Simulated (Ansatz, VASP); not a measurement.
# Fe, level by level in two programs

```
Fe
1.0
     0.00000    1.94174    1.96511
     1.49844    0.00000    1.96511
     1.49844    1.94174    0.00000
Fe
1
Direct
  0.00000 0.00000 0.00000
```

Single points on this cell with VASP 6.6.1 and Ansatz 0.2.0. Each row is one pair of runs. Alike in all rows: spin: collinear, typed start; k mesh: 13 × 13 × 13; Ansatz's potentials, cutoff: Ansatz PAW, 420 eV.

```tsv
level	smearing	VASP's potentials, cutoff	gap on the k mesh at the Fermi level (eV), VASP	gap on the k mesh at the Fermi level (eV), Ansatz	pressure (GPa), VASP	pressure (GPa), Ansatz	net moment per atom (μB), VASP	net moment per atom (μB), Ansatz
PBE	gaussian, width 0.011 eV	VASP PAW PBE potentials, release 64 (Fe), 520 eV	?	none	?	-1.3	?	2.17
LDA	gaussian, width 0.02 eV	VASP PAW LDA potentials, release 64 (Fe_sv), 600 eV	none	none	-23.1	-18.7	2.08	2.15
PBE	gaussian, width 0.013 eV	VASP PAW PBE potentials, release 64 (Fe), 520 eV	none	none	-1.4	-1.3	2.19	2.17
PBE	gaussian, width 0.014 eV	VASP PAW PBE potentials, release 64 (Fe), 520 eV	none	none	-1.4	-1.3	2.19	2.17
PBE	gaussian, width 0.018 eV	VASP PAW PBE potentials, release 64 (Fe), 520 eV	none	none	-1.4	-1.3	2.19	2.17
PBE	gaussian, width 0.019 eV	VASP PAW PBE potentials, release 64 (Fe), 520 eV	none	none	-1.4	-1.3	2.19	2.17
PBE	gaussian, width 0.02 eV	VASP PAW PBE potentials, release 64 (Fe), 520 eV	none	none	-1.2	-1.3	2.19	2.17
PBE	gaussian, width 0.021 eV	VASP PAW PBE potentials, release 64 (Fe), 520 eV	none	none	-1.2	-1.3	2.19	2.17
```

Fill in what VASP gave in row 1.

gap on the k mesh at the Fermi level (eV): none; pressure (GPa): -1.4; net moment per atom (μB): 2.19.

VASP's potentials hold 8 valence electrons a cell and Ansatz's 16 in some rows, so a difference there can come from the potentials and not from the codes.

A gap of «none» marks a metal or a gap that the smearing closes.
